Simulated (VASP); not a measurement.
Here is a VASP 6.6.1 calculation.

The input INCAR:

```
ALGO = Normal
EDIFF = 1E-6
ENCUT = 520
GGA = PE
ISIF = 2
ISMEAR = 0
LASPH = True
LCHARG = True
LELF = True
LREAL = False
LVHAR = True
LWAVE = False
NBANDS = 26
NELM = 80
PREC = Accurate
SIGMA = 0.15
```

KPOINTS

```
k-points
0
Gamma
  10 10 10
```

Contents of POSCAR:

```
Si
1.0
   -3.2692584365      3.2692584365      3.2692584365
    3.2692584365     -3.2692584365      3.2692584365
    3.2692584365      3.2692584365     -3.2692584365
Si
8
Direct
    0.2028545115      0.2028545115      0.2028545115
    0.5000000000      0.0000000000      0.2971454885
    0.2971454885      0.5000000000      0.0000000000
    0.0000000000      0.2971454885      0.5000000000
    0.7971454885      0.7971454885      0.7971454885
    0.5000000000      0.0000000000      0.7028545115
    0.7028545115      0.5000000000      0.0000000000
    0.0000000000      0.7028545115      0.5000000000
```

Potentials or basis: VASP PAW PBE potentials, release 64 (Si).

Launch:

```sh
$ cat potpaw_PBE.64/Si/POTCAR > POTCAR
$ mpirun -np 1 vasp_std > vasp.out
```

Task: What does it give for the pressure?

Result: 5.8 GPa.

Task: Estimate the band gap on the k mesh.

Result: Zero (bands 16 and 17 overlap by 0.16 eV).

Task: Estimate the largest force.

Result: 0.269 eV/Å.

Forces in eV/Å, atoms in the order of the input:
```
Si   0.155  0.155  0.155
Si  -0.155 -0.155  0.155
Si   0.155 -0.155 -0.155
Si  -0.155  0.155 -0.155
Si  -0.155 -0.155 -0.155
Si   0.155  0.155 -0.155
Si  -0.155  0.155  0.155
Si   0.155 -0.155  0.155
```

Caveat: the cell stands under pressure; semilocal functionals underestimate gaps, and a narrow one can read as zero.
